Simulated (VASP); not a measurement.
**MgS: single point with PBEsol+D3(BJ)**

The system is MgS.

```
CELL_PARAMETERS angstrom
0.00000 2.83312 2.83312
2.83312 0.00000 2.83312
2.83312 2.83312 0.00000
ATOMIC_POSITIONS crystal
Mg 0.00000 0.00000 0.00000
S 0.75000 0.75000 0.75000
```

```
Program             : VASP 6.6.1
Task                : single point
Functional          : PBEsol
Dispersion          : D3(BJ)
Potentials or basis : VASP PAW PBE potentials, release 64 (Mg, S)
Cutoff              : 520 eV
k mesh              : 4 × 4 × 4
Occupations         : gaussian, width 0.01 eV
Spin                : no spin polarisation
```

- Pressure: -2.1 GPa
- Band gap on the k mesh: 3.28 eV, direct
- Dispersion energy per atom: -0.235 eV

Levels at points of the mesh, in eV from the valence-band top:
```
           k point  band 1  band 2  band 3  band 4  band 5  band 6  band 7  band 8
(0.00, 0.00, 0.00)  -11.26    0.00    0.00    0.00    3.28    7.86    7.86    7.86
(0.50, 0.00, 0.00)  -10.57   -3.18   -0.33   -0.33    4.98    7.53    7.53    8.41
(0.50, 0.50, 0.00)  -10.35   -2.85   -1.05   -1.05    3.70    5.53   11.00   12.14
```

It took 3.7 s on 1 thread of AMD EPYC 9R45 96-Core Processor (Zen 5) (shared host), peak memory 0.14 GiB.

Caveat: the k points lie up to 0.48 Å⁻¹ apart; three body term missing; the PAW data sets were made with another functional, which shifts forces and pressure a little. A k mesh can miss the band edges.
